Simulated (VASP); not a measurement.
A run of VASP 6.6.1 is set up as follows.

POSCAR

```
Mg
1.0
   -1.7784587594      1.7784587594      1.7784587594
    1.7784587594     -1.7784587594      1.7784587594
    1.7784587594      1.7784587594     -1.7784587594
Mg
1
Direct
    0.0000000000      0.0000000000      0.0000000000
```

Contents of INCAR.step1:

```
SYSTEM = Mg
ALGO     = Normal         ! electronic algorithm
EDIFF    = 1E-5           ! SCF threshold, eV
ENCUT    = 520            ! plane-wave cutoff, eV
GGA      = PE             ! functional
ISIF     = 2              ! what is computed and relaxed
ISMEAR   = -1             ! smearing method
LASPH    = .TRUE.         ! aspherical terms in the spheres
LREAL    = .FALSE.        ! projectors in reciprocal space
LWAVE    = .TRUE.         ! write WAVECAR
NBANDS   = 7              ! bands
NELM     = 60             ! most SCF steps
PREC     = Accurate       ! precision mode
SIGMA    = 0.1            ! smearing width, eV
```

INCAR.step2

```
SYSTEM = Mg
AEXX     = 0.25           ! exact-exchange fraction
ALGO     = Normal         ! electronic algorithm
EDIFF    = 1E-7           ! SCF threshold, eV
ENCUT    = 520            ! plane-wave cutoff, eV
ISIF     = 2              ! what is computed and relaxed
ISMEAR   = -1             ! smearing method
ISTART   = 1            
LASPH    = .TRUE.         ! aspherical terms in the spheres
LCHARG   = .TRUE.         ! write CHGCAR
LELF     = .TRUE.         ! ELF
LHFCALC  = .TRUE.         ! exact exchange
LMIXTAU  = .TRUE.       
LREAL    = .FALSE.        ! projectors in reciprocal space
LVHAR    = .TRUE.       
LWAVE    = .FALSE.        ! write WAVECAR
METAGGA  = R2SCAN         ! meta-GGA
NBANDS   = 7              ! bands
NELM     = 60             ! most SCF steps
PREC     = Accurate       ! precision mode
PRECFOCK = Normal       
SIGMA    = 0.1            ! smearing width, eV
```

Contents of KPOINTS:

```
k-points
0
G
  6 6 6
  0 0 0
```

Potentials or basis: VASP PAW PBE potentials, release 64 (Mg).

Run with:

```bash
$ cat potpaw_PBE.64/Mg/POTCAR > POTCAR
$ cp INCAR.step1 INCAR
$ mpirun -np 1 vasp_std > vasp.out
$ cp INCAR.step2 INCAR
$ mpirun -np 1 vasp_std > vasp.out
```

Predict the pressure.

0.0 GPa.

Predict the band gap on the k mesh.

zero (bands 1 and 2 overlap by 6.91 eV).

Caveat: the k points lie up to 0.42 Å⁻¹ apart, too coarse for converged energies and pressures of a metal; the PAW data sets were made with another functional, which shifts forces and pressure a little.
